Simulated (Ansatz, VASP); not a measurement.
## Ti2Co in VASP and in Ansatz

```
Ti Co
1.0
     0.00000    3.43297    3.43297
     3.43297    0.00000    3.43297
     3.43297    3.43297    0.00000
Ti Co
4 2
Direct
  0.12500 0.12500 0.12500
  0.62500 0.12500 0.12500
  0.12500 0.12500 0.62500
  0.12500 0.62500 0.12500
  0.50000 0.50000 0.50000
  0.75000 0.75000 0.75000
```

Alike in both runs: functional LDA; k mesh 10 × 10 × 10; occupations gaussian, width 0.1 eV; collinear spin.

Ansatz relaxed the structure, and its values are those at the end. VASP's run is a single point on that final structure, the one shown.

|  | VASP | Ansatz |
| --- | --- | --- |
| version | VASP 6.6.1 | Ansatz 0.2.0 |
| potentials or method | VASP PAW LDA potentials, release 64 (Ti_sv, Co), cutoff 520 eV | scalar-relativistic, plane waves, PAW |
| valence electrons in the cell | 66 | 82 |

```csv
,VASP,Ansatz,Ansatz less VASP
gap on the k mesh at the Fermi level (eV),none,none,-
pressure (GPa),0.1,0.0,-0.06
net moment per atom (μB),0.17,0.21,+0.032
size of the moment on the site where the two differ most (μB),0.47,0.60,+0.129
```

LDA's correlation is that of Perdew and Zunger in VASP and of Perdew and Wang (1992) in Ansatz. Site moments also hang on the region over which each program counts them. A gap of «none» marks a metal or a gap that the smearing closes. VASP's potentials hold 66 valence electrons a cell and Ansatz's 82, so a difference there can come from the potentials and not from the codes.
